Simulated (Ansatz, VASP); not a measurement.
One calculation of MgO, two programs

Contents of INCAR:

```
SYSTEM = MgO
ALGO = Normal
EDIFF = 1E-6
ENCUT = 520
GGA = PE
ISIF = 2
ISMEAR = 0
LASPH = .True.
LCHARG = .False.
LREAL = .False.
LWAVE = .False.
NBANDS = 26
NELM = 100
PREC = Accurate
SIGMA = 0.05
```

KPOINTS

```
k-points
0
Gamma
  6 6 6
  0 0 0
```

Contents of POSCAR:

```
MgO
1.0
    4.2538458108      0.0000000000      0.0000000000
    0.0000000000     -4.2538458108      0.0000000000
    0.0000000000      0.0000000000     -4.2538458108
Mg O
4 4
Direct
   -0.0748024413     -0.0748024413      0.0000000000
    0.5000000000      0.5000000000      0.0000000000
    0.5000000000      0.0000000000      0.5000000000
    0.0000000000      0.5000000000      0.5000000000
    0.5000000000      0.0000000000      0.0000000000
    0.0000000000      0.5000000000      0.0000000000
    0.0000000000      0.0000000000      0.5000000000
    0.5000000000      0.5000000000      0.5000000000
```

Input for Ansatz:

```yaml
crystal:
  lattice:
    - [4.2538458108, 0.0, 0.0]
    - [0.0, -4.2538458108, 0.0]
    - [0.0, 0.0, -4.2538458108]
  atoms:
    - { symbol: Mg, position: [-0.0748024413, -0.0748024413, 0.0] }
    - { symbol: Mg, position: [0.5, 0.5, 0.0] }
    - { symbol: Mg, position: [0.5, 0.0, 0.5] }
    - { symbol: Mg, position: [0.0, 0.5, 0.5] }
    - { symbol: O, position: [0.5, 0.0, 0.0] }
    - { symbol: O, position: [0.0, 0.5, 0.0] }
    - { symbol: O, position: [0.0, 0.0, 0.5] }
    - { symbol: O, position: [0.5, 0.5, 0.5] }
basis:
  ecutwfc: 420
kpoints:
  mp_grid: { grid: [6, 6, 6] }
hamiltonian:
  xc: pbe
scf:
  occupations: { method: gaussian, width: 0.05 }
output:
  forces: true
  stress: true
  eigenvalues: true
```

Alike in both runs: task single point; functional PBE; k mesh 6 × 6 × 6; occupations gaussian, width 0.05 eV; no spin polarisation.

|  | VASP | Ansatz |
| --- | --- | --- |
| version | VASP 6.6.1 | Ansatz 0.2.0 |
| potentials or method | VASP PAW PBE potentials, release 64 (Mg, O), cutoff 520 eV | scalar-relativistic, plane waves, PAW |
| valence electrons in the cell | 32 | 64 |

|  | VASP | Ansatz | Ansatz less VASP |
| --- | --- | --- | --- |
| gap on the k mesh at the Fermi level (eV) | 4.41 | 4.43 | +0.016 |
| least direct gap on the mesh (eV) | 4.41 | 4.43 | +0.016 |
| pressure (GPa) | 4.9 | 5.5 | +0.60 |
| traceless stress, the component that is largest in VASP (GPa) | -5.10 | -5.00 | +0.092 |
| rms of the force components (eV/Å) | 1.173 | 1.157 | -0.0160 |

Atom by atom the forces differ by 0.016 eV/Å (rms over components). The functional is the same, so the differences come from potentials, cutoffs and numerics. VASP's potentials hold 32 valence electrons a cell and Ansatz's 64, so a difference there can come from the potentials and not from the codes.
